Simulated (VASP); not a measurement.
Here is a VASP 6.6.1 calculation.

INCAR

```
ALGO = Normal
EDIFF = 1E-6
EDIFFG = -0.005
ENCUT = 600
GGA = PS
IBRION = 2
ISIF = 3
ISMEAR = -1
LASPH = T
LCHARG = F
LREAL = F
LWAVE = F
NELM = 80
NSW = 32
PREC = Accurate
PSTRESS = 41.0
SIGMA = 0.05
```

File KPOINTS:

```
k-points
0
Gamma
  15 15 8
```

POSCAR

```
Li
1.0
    2.8422236036      0.0000000000      0.0000000000
   -1.4211118018      2.4614378440      0.0000000000
    0.0000000000      0.0000000000      4.6748802051
Li
2
Direct
    0.3333333333      0.6666666667      0.2500000000
    0.6666666667      0.3333333333      0.7500000000
```

Potentials or basis: VASP PAW PBE potentials, release 64 (Li_sv).

Command:

```console
$ cat potpaw_PBE.64/Li_sv/POTCAR > POTCAR
$ mpirun -np 1 vasp_std > vasp.out
```

Q: Estimate the relaxed cell.

A: a = 2.836 Å, b = 2.836 Å, c = 4.663 Å, α = 90.00°, β = 90.00°, γ = 120.00°.

Q: Predict the relaxed volume.

A: 16.24 Å³/atom.

Step by step:
| step | energy change (eV) | largest force (eV/Å) | pressure (GPa) | volume (Å³) |
| --- | --- | --- | --- | --- |
| 1 | 0.0000 | 0.0000 | 3.92 | 32.71 |
| 2 | 0.0021 | 0.0000 | 3.99 | 32.62 |
| 3 | 0.0056 | 0.0000 | 4.10 | 32.48 |

Caveat: the cutoff is under 1.25 times the usual one of these potentials, so pressure, stress and relaxed cells hold a basis-set (Pulay) error; the cell is relaxed towards a set pressure, so the run minimises the enthalpy, not the energy; the PAW data sets were made with another functional, which shifts forces and pressure a little.
